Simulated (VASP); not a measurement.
# Dy2BiP3 (P6/mmm) in VASP: a series of runs

Dy2BiP3 is run at these levels: PBE; tasks: single point.

Everything below comes from runs of VASP 6.6.1. Logs are shortened: lines on timing, memory, paths and dates and some standing lists are left out, and cuts for length are marked.

### Step 1. The cell of the first run

Symmetry: P6/mmm, No. 191, hexagonal system. Conventional cell: a = 6.364 Å, b = 6.364 Å, c = 3.841 Å, α = 90.00°, β = 90.00°, γ = 120.00°. Dy (site symmetry -6m2) has 6 P at 2.66 Å within 3.5 Å. Bi (site symmetry 6/mmm) has 6 Dy at 3.67 Å and 12 P at 3.72 Å and 2 Bi at 3.84 Å within 4.8 Å. Within 3.5 Å of P (site symmetry mmm) lie 4 Dy at 2.66 Å and 4 P at 3.18 Å.

The cell was built from a structure type or drawn by symmetry, and may not be a known phase.

### Step 2. Single point, PBE

INCAR

```
SYSTEM = Dy2BiP3
PREC = Accurate ; ENCUT = 500
EDIFF = 1E-6 ; ISMEAR = 0
SIGMA = 0.1 ; LREAL = .FALSE.
LASPH = .TRUE. ; NELM = 200
ALGO = Normal ; ISIF = 2
LWAVE = .FALSE. ; LCHARG = .FALSE.
GGA = PE ; NBANDS = 33
GGA_COMPAT = .FALSE. ; LMAXMIX = 6
```

KPOINTS

```
Automatic mesh
0
G
  3 3 4
  0 0 0
```

POSCAR

```
Dy2BiP3
1.0
    6.3637227800      0.0000000000      0.0000000000
   -3.1818613900      5.5111455900      0.0000000000
    0.0000000000      0.0000000000      3.8412444500
Dy Bi P
2 1 3
Direct
    0.3333333300      0.6666666700      0.0000000000
    0.6666666700      0.3333333300      0.0000000000
    0.0000000000      0.0000000000      0.0000000000
    0.5000000000      0.0000000000      0.5000000000
    0.5000000000      0.5000000000      0.5000000000
    0.0000000000      0.5000000000      0.5000000000
```

Potentials or basis: VASP PAW PBE potentials, release 64 (Dy_3, Bi_d, P), 4f in core.

Run with:

```sh
cat potpaw_PBE.64/Dy_3/POTCAR potpaw_PBE.64/Bi_d/POTCAR potpaw_PBE.64/P/POTCAR > POTCAR
mpirun -np 1 vasp_std > vasp.out
```

OUTCAR:

```text
SYSTEM = Dy2BiP3
   PREC = Accurate
   ENCUT = 500
   EDIFF = 1E-6
   ISMEAR = 0
   LREAL = .FALSE.
   LASPH = .TRUE.
   NELM = 200
   ISIF = 2
   GGA = PE

 ion  position               nearest neighbor table
   1  0.333  0.667  0.000-   4 2.66   4 2.66   6 2.66   6 2.66   5 2.66   5 2.66   2 3.67   3 3.67
                             2 3.67   3 3.67   3 3.67   2 3.67
   2  0.667  0.333  0.000-   4 2.66   4 2.66   6 2.66   6 2.66   5 2.66   5 2.66   1 3.67   3 3.67
                             1 3.67   3 3.67   3 3.67   1 3.67
   3  0.000  0.000  0.000-   1 3.67   2 3.67   1 3.67   2 3.67   2 3.67   1 3.67
   4  0.500  0.000  0.500-   1 2.66   2 2.66   1 2.66   2 2.66
   5  0.500  0.500  0.500-   1 2.66   2 2.66   1 2.66   2 2.66
   6  0.000  0.500  0.500-   1 2.66   2 2.66   1 2.66   2 2.66

  LATTYP: Found a hexagonal cell.
 ALAT       =     6.3637227800
 C/A-ratio  =     0.6036159309

  Lattice vectors:

 A1 = (   6.3637227800,   0.0000000000,   0.0000000000)
 A2 = (  -3.1818613900,   5.5111455900,   0.0000000000)
 A3 = (   0.0000000000,   0.0000000000,   3.8412444500)

Analysis of symmetry for initial positions (statically):
=====================================================================
 Subroutine PRICEL returns:
 Original cell was already a primitive cell.

 Routine SETGRP: Setting up the symmetry group for a
 hexagonal supercell.

 Subroutine GETGRP returns: Found 24 space group operations
 (whereof 24 operations were pure point group operations)
 out of a pool of 24 trial point group operations.

The static configuration has the point symmetry D_6h.

Analysis of symmetry for dynamics (positions and initial velocities):
=====================================================================
 Subroutine PRICEL returns:
 Original cell was already a primitive cell.

 Routine SETGRP: Setting up the symmetry group for a
 hexagonal supercell.

 Subroutine GETGRP returns: Found 24 space group operations
 (whereof 24 operations were pure point group operations)
 out of a pool of 24 trial point group operations.

The dynamic configuration has the point symmetry D_6h.

 Subroutine INISYM returns: Found 24 space group operations
 (whereof 24 operations are pure point group operations),
 and found     1 'primitive' translations

----------------------------------------------------------------------------------------

                                     Primitive cell

  volume of cell :     134.7178

  direct lattice vectors                    reciprocal lattice vectors
     6.363722780  0.000000000  0.000000000     0.157140723  0.090725239  0.000000000
    -3.181861390  5.511145590  0.000000000     0.000000000  0.181450478  0.000000000
     0.000000000  0.000000000  3.841244450     0.000000000  0.000000000  0.260332299

  length of vectors
     6.363722780  6.363722780  3.841244450     0.181450478  0.181450478  0.260332299

  position of ions in fractional coordinates (direct lattice)
     0.333333330  0.666666670  0.000000000
     0.666666670  0.333333330  0.000000000
     0.000000000  0.000000000  0.000000000
     0.500000000  0.000000000  0.500000000
     0.500000000  0.500000000  0.500000000
     0.000000000  0.500000000  0.500000000

  ion indices of the primitive-cell ions
   primitive index   ion index
                 1           1
                 2           2
                 3           3
                 4           4
                 5           5
                 6           6

----------------------------------------------------------------------------------------

 KPOINTS: Automatic mesh

Automatic generation of k-mesh.
 Grid dimensions read from file:
 generate k-points for:    3    3    4

 Generating k-lattice:

  Cartesian coordinates                     Fractional coordinates (reciprocal lattice)
     0.052380241  0.030241746  0.000000000     0.333333333  0.000000000  0.000000000
     0.000000000  0.060483493  0.000000000     0.000000000  0.333333333  0.000000000
     0.000000000  0.000000000  0.065083075     0.000000000  0.000000000  0.250000000

  Length of vectors
     0.060483493  0.060483493  0.065083075

  Shift w.r.t. Gamma in fractional coordinates (k-lattice)
     0.000000000  0.000000000  0.000000000

 Subroutine IBZKPT returns following result:
 ===========================================

 Found      9 irreducible k-points:

 Following reciprocal coordinates:
            Coordinates               Weight
  0.000000  0.000000  0.000000      1.000000
  0.333333  0.000000  0.000000      6.000000
  0.333333  0.333333  0.000000      2.000000
  0.000000  0.000000  0.250000      2.000000
  0.333333  0.000000  0.250000     12.000000
  0.333333  0.333333  0.250000      4.000000
  0.000000  0.000000  0.500000      1.000000
  0.333333  0.000000  0.500000      6.000000
  0.333333  0.333333  0.500000      2.000000
   k-points           NKPTS =      9   k-points in BZ     NKDIM =      9   number of bands    NBANDS=     33
   number of dos      NEDOS =    301   number of ions     NIONS =      6
   total plane-waves  NPLWV =  64512
   dimension x,y,z NGX =    48 NGY =   48 NGZ =   28
   dimension x,y,z NGXF=    96 NGYF=   96 NGZF=   56
   ions per type =               2   1   3
   NGX,Y,Z   is equivalent  to a cutoff of  12.54, 12.54, 12.12 a.u.
   NGXF,Y,Z  is equivalent  to a cutoff of  25.08, 25.08, 24.24 a.u.
 SYSTEM =  Dy2BiP3
   PREC   = accura    normal or accurate (medium, high low for compatibility)
   ISTART =      0    job   : 0-new  1-cont  2-samecut
   ICHARG =      2    charge: 1-file 2-atom 10-const
   ISPIN  =      1    spin polarized calculation?
   LNONCOLLINEAR =      F non collinear calculations
   LSORBIT =      F    spin-orbit coupling
   LASPH  =      T    aspherical Exc in radial PAW
   ENCUT  =  500.0 eV  36.75 Ry    6.06 a.u.  11.60 11.60  7.00*2*pi/ulx,y,z
   NELM   =    200;   NELMIN=  2; NELMDL= -5     # of ELM steps
   EDIFF  = 0.1E-05   stopping-criterion for ELM
   LREAL  =      F    real-space projection
   EDIFFG = 0.1E-04   stopping-criterion for IOM
   NSW    =      0    number of steps for IOM
   IBRION =     -1    ionic relax: 0-MD 1-quasi-New 2-CG
   NFREE  =      0    steps in history (QN), initial steepest desc. (CG)
   ISIF   =      2    stress and relaxation
   ISYM   =      2    0-nonsym 1-usesym 2-fastsym
   POTIM  = 0.5000    time-step for ionic-motion
   TEBEG  =    0.0;   TEEND  =   0.0 temperature during run
   PSTRESS=    0.0 pullay stress
   NELECT =      48.0000    total number of electrons
   NUPDOWN=      -1.0000    fix difference up-down
   EMIN   =  10.00;   EMAX   =-10.00  energy-range for DOS
   EFERMI =   0.00;   METHOD = LEGACY
   ISMEAR =     0;   SIGMA  =   0.10  broadening in eV -4-tet -1-fermi 0-gaus
   EFERMI_NEDOS =   21; number of points for ismear=-14 and -15
   IALGO  =     38    algorithm
   IMIX   =      4    mixing-type and parameters
     AMIX     =   0.40;   BMIX     =  1.00
     AMIX_MAG =   1.60;   BMIX_MAG =  1.00
  volume/ion in A,a.u.               =      22.45       151.52
  Fermi-wavevector in a.u.,A,eV,Ry     =   1.160594  2.193204 18.326745  1.346978
  Thomas-Fermi vector in A             =   2.297175
   LORBIT       =      0    0 simple, 1 ext, 2 COOP (PROOUT), +10 PAW based schemes
   GGA     = PE    functional components
   LHFCALC =     F    Hartree Fock is set to
   AEXX    =    0.0000 exact exchange contribution
   IVDW    =     0    specifies the selected vdW correction
   LEPSILON=     F    determine dielectric tensor
   LRPA    =     F    only Hartree local field effects (RPA)
 non-spin polarized calculation
 Gauss-broadening in eV      SIGMA  =   0.10
  energy-cutoff  :      500.00
  volume of cell :      134.72
 maximum number of plane-waves:      3434
 NGX is ok and might be reduce to    48
   NGX = 23   NGY = 23   NGZ = 15

 number of electron      47.9999995 magnetization

 Free energy of the ion-electron system (eV)
  ---------------------------------------------------
  ext. energy  EPLUGINS =         0.00000000
  ---------------------------------------------------
  free energy    TOTEN  =       -32.39571875 eV

  energy without entropy =      -32.38064865  energy(sigma->0) =      -32.38818370

 E-fermi :   5.6726     XC(G=0): -10.4441

 val. band max:        5.5623524698   @ k =   0.3333   0.3333   0.5000
 cond. band min:       5.7228432482   @ k =   0.3333   0.0000   0.0000
 fundamental gap:      0.1604907784
 Fermi energy:         5.6725512474

 k-point     1 :       0.0000    0.0000    0.0000
  band No.  band energies     occupation
      1     -17.1266      2.00000
      2     -17.1147      2.00000
      3     -17.1147      2.00000
      4     -17.0790      2.00000
      5     -17.0790      2.00000
      6     -16.7557      2.00000
[... 25 lines left out ...]
     32       8.4929      0.00000
     33      10.4664      0.00000

 k-point     2 :       0.3333    0.0000    0.0000
  band No.  band energies     occupation
      1     -17.1309      2.00000
      2     -17.1033      2.00000
      3     -17.0968      2.00000
      4     -17.0795      2.00000
      5     -17.0790      2.00000
      6     -16.7872      2.00000
[... 25 lines left out ...]
     32       9.5233      0.00000
     33      10.0356      0.00000

 k-point     3 :       0.3333    0.3333    0.0000
  band No.  band energies     occupation
      1     -17.1353      2.00000
      2     -17.0954      2.00000
      3     -17.0954      2.00000
      4     -17.0794      2.00000
      5     -17.0794      2.00000
      6     -16.7985      2.00000
[... 25 lines left out ...]
     32       9.6982      0.00000
     33      10.7085      0.00000

 k-point     4 :       0.0000    0.0000    0.2500
  band No.  band energies     occupation
      1     -17.1112      2.00000
      2     -17.1112      2.00000
      3     -17.1006      2.00000
      4     -17.0867      2.00000
      5     -17.0867      2.00000
      6     -16.7378      2.00000
[... 25 lines left out ...]
     32      10.6918      0.00000
     33      11.2063      0.00000

 k-point     5 :       0.3333    0.0000    0.2500
  band No.  band energies     occupation
      1     -17.1051      2.00000
      2     -17.1015      2.00000
      3     -17.0956      2.00000
      4     -17.0879      2.00000
      5     -17.0867      2.00000
      6     -16.7530      2.00000
[... 25 lines left out ...]
     32      10.0815      0.00000
     33      10.5502      0.00000

 k-point     6 :       0.3333    0.3333    0.2500
  band No.  band energies     occupation
      1     -17.1096      2.00000
      2     -17.0945      2.00000
      3     -17.0945      2.00000
      4     -17.0875      2.00000
      5     -17.0875      2.00000
      6     -16.7625      2.00000
[... 25 lines left out ...]
     32      10.1417      0.00000
     33      10.1417      0.00000

 k-point     7 :       0.0000    0.0000    0.5000
  band No.  band energies     occupation
      1     -17.1081      2.00000
      2     -17.1081      2.00000
      3     -17.0944      2.00000
      4     -17.0944      2.00000
      5     -17.0745      2.00000
      6     -16.9156      2.00000
[... 25 lines left out ...]
     32      10.7740      0.00000
     33      10.7743      0.00000

 k-point     8 :       0.3333    0.0000    0.5000
  band No.  band energies     occupation
      1     -17.0999      2.00000
      2     -17.0971      2.00000
      3     -17.0944      2.00000
      4     -17.0944      2.00000
      5     -17.0792      2.00000
      6     -16.8789      2.00000
[... 25 lines left out ...]
     32      11.2082      0.00000
     33      11.3261      0.00000

 k-point     9 :       0.3333    0.3333    0.5000
  band No.  band energies     occupation
      1     -17.0962      2.00000
      2     -17.0962      2.00000
      3     -17.0936      2.00000
      4     -17.0936      2.00000
      5     -17.0837      2.00000
      6     -16.8329      2.00000
[... 25 lines left out ...]
     32      11.2580      0.00000
     33      11.4058      0.00000

------------------------ aborting loop because EDIFF is reached ----------------------------------------

  FORCE on cell =-STRESS in cart. coord.  units (eV):
  Direction    XX          YY          ZZ          XY          YZ          ZX
  --------------------------------------------------------------------------------------
  -------------------------------------------------------------------------------------
  Total        2.6623034      2.6623034     11.9070571      0.0000000     -0.0000000      0.0000000
  in kB       31.6623433     31.6623433    141.6087002      0.0000000     -0.0000000      0.0000000
  external PRESSURE =      68.3111289 kB  Pullay stress =       0.0000000 kB

 VOLUME and BASIS-vectors are now :
 -----------------------------------------------------------------------------
  energy-cutoff  :      500.00
  volume of cell :      134.72
      direct lattice vectors                 reciprocal lattice vectors
     6.363722780  0.000000000  0.000000000     0.157140723  0.090725239  0.000000000
    -3.181861390  5.511145590  0.000000000     0.000000000  0.181450478  0.000000000
     0.000000000  0.000000000  3.841244450     0.000000000  0.000000000  0.260332299

 POSITION                                       TOTAL-FORCE (eV/Angst)
 -----------------------------------------------------------------------------------
     -0.00000      3.67410      0.00000         0.000000      0.000000     -0.000000
      3.18186      1.83705      0.00000        -0.000000     -0.000000      0.000000
      0.00000      0.00000      0.00000        -0.000000      0.000000      0.000000
      3.18186      0.00000      1.92062        -0.000000      0.000000      0.000000
      1.59093      2.75557      1.92062        -0.000000      0.000000      0.000000
     -1.59093      2.75557      1.92062        -0.000000      0.000000      0.000000
 -----------------------------------------------------------------------------------
    total drift:                               -0.000000      0.000000     -0.000000

  FREE ENERGIE OF THE ION-ELECTRON SYSTEM (eV)
  ---------------------------------------------------
  free  energy   TOTEN  =       -32.3957187474 eV

  energy  without entropy=      -32.3806486515  energy(sigma->0) =      -32.38818370
```

It took 28 s on 1 thread of AMD EPYC 9R45 (Zen 5), shared host; peak memory 0.23 GiB.

Results:

* Free energy: -32.3957 eV
* Pressure: 6.8 GPa
* Band gap on the k mesh: zero (bands 24 and 25 overlap by 0.84 eV)

Levels at points of the mesh, in eV from the Fermi level:
```tsv
k point	band 21	band 22	band 23	band 24	band 25	band 26	band 27	band 28
(0.00, 0.00, 0.00)	-0.82	-0.22	0.52	0.52	1.02	2.32	2.32	2.52
(0.00, 0.00, 0.50)	-2.33	-1.84	-1.59	-1.59	0.57	0.57	1.55	4.01
```

Caveat: the k points lie up to 0.41 Å⁻¹ apart, too coarse for converged energies and pressures of a metal; spin-orbit coupling is left out, which moves the levels of the heavy elements; the 4f electrons are frozen in the core, so they carry no moment and show no levels. Spin polarisation is off, so any magnetic state and its effect on volume and gap are missing.

### Step 3. Single point, PBE

This run uses another cell than the first one, of 23.36 Å³/atom.

INCAR

```
PREC = Accurate ; ENCUT = 500
EDIFF = 1E-6 ; ISMEAR = 0
SIGMA = 0.1 ; LREAL = False
LASPH = True ; NELM = 200
ALGO = Normal ; ISIF = 2
LWAVE = False ; LCHARG = True
GGA = PE ; LELF = True
LVHAR = True ; NBANDS = 33
GGA_COMPAT = False ; LMAXMIX = 6
```

KPOINTS

```
Automatic mesh
0
Gamma
  3 3 4
```

POSCAR

```
Dy2BiP3
1.0
    6.2526364300      0.0000000000      0.0000000000
   -3.1263182150      5.4149419890      0.0000000000
    0.0000000000      0.0000000000      4.1398030645
Dy Bi P
2 1 3
Direct
    0.3333333333      0.6666666667      0.0000000000
    0.6666666667      0.3333333333      0.0000000000
    0.0000000000      0.0000000000      0.0000000000
    0.5000000000      0.0000000000      0.5000000000
    0.5000000000      0.5000000000      0.5000000000
    0.0000000000      0.5000000000      0.5000000000
```

Potentials or basis: VASP PAW PBE potentials, release 64 (Dy_3, Bi_d, P), 4f in core.

Run with:

```sh
cat potpaw_PBE.64/Dy_3/POTCAR potpaw_PBE.64/Bi_d/POTCAR potpaw_PBE.64/P/POTCAR > POTCAR
mpirun -np 1 vasp_std > vasp.out
```

It took 31 s on 1 thread of AMD EPYC 9R45 (Zen 5), shared host; peak memory 0.23 GiB.

The run converged. Its results:

| Item | Value |
| --- | --- |
| Free energy | -32.7950 eV |
| Pressure | 0.4 GPa |
| Band gap on the k mesh | zero (bands 24 and 25 overlap by 0.96 eV) |

Stress tensor (GPa, compression positive):
```
0.26 0.00 0.00
0.00 0.26 0.00
0.00 0.00 0.66
```

Levels at points of the mesh, in eV from the Fermi level:
| k point | band 22 | band 23 | band 24 | band 25 | band 26 | band 27 |
| --- | --- | --- | --- | --- | --- | --- |
| (0.00, 0.00, 0.00) | -0.04 | 0.49 | 0.49 | 1.44 | 2.23 | 2.33 |
| (0.00, 0.00, 0.50) | -1.71 | -1.71 | -1.39 | 1.11 | 1.11 | 1.79 |

Caveat: the k points lie up to 0.39 Å⁻¹ apart, too coarse for converged energies and pressures of a metal; spin-orbit coupling is left out, which moves the levels of the heavy elements; the 4f electrons are frozen in the core, so they carry no moment and show no levels. Spin polarisation is off, so any magnetic state and its effect on volume and gap are missing.
